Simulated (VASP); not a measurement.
The system is HfHF3.

```
Hf H F
1.0
     3.76781    0.00000    0.00000
     0.00000    3.76781    0.00000
     0.00000    0.00000    3.76781
Hf H F
1 1 3
Direct
  0.50000 0.50000 0.50000
  0.00000 0.00000 0.00000
  0.50000 0.00000 0.00000
  0.00000 0.50000 0.00000
  0.00000 0.00000 0.50000
```

```yaml
Program: VASP 6.6.1
Task: relaxation of cell and atoms
Functional: PBE
Potentials_or_basis: VASP PAW PBE potentials, release 64 (Hf_pv, H, F)
Cutoff: 600 eV
k_mesh: 4 × 4 × 4
Occupations: gaussian, width 0.1 eV
Spin: no spin polarisation
```

At the start: pressure -13.9 GPa; volume 10.70 Å³/atom.

Task: How do energy, volume and symmetry change on relaxing?

Result: Over 3 steps the energy falls by 79.6 meV/atom and the volume is 9.11 Å³/atom (-14.9 %); space group Pm-3m (No. 221, to 0.05 Å).

The path:
```
step  energy change (eV)  largest force (eV/Å)  pressure (GPa)  volume (Å³)
   1              0.0000                0.0000          -13.90        53.49
   2             -0.3875                0.0000           -2.83        46.62
   3             -0.3978                0.0000           -0.11        45.53
```

Final structure:
```
Hf H F
1.0
     3.57068    0.00000    0.00000
     0.00000    3.57068    0.00000
     0.00000    0.00000    3.57068
Hf H F
1 1 3
Direct
  0.50000 0.50000 0.50000
  0.00000 0.00000 0.00000
  0.50000 0.00000 0.00000
  0.00000 0.50000 0.00000
  0.00000 0.00000 0.50000
```

Caveat: the k points lie up to 0.44 Å⁻¹ apart in the final cell.
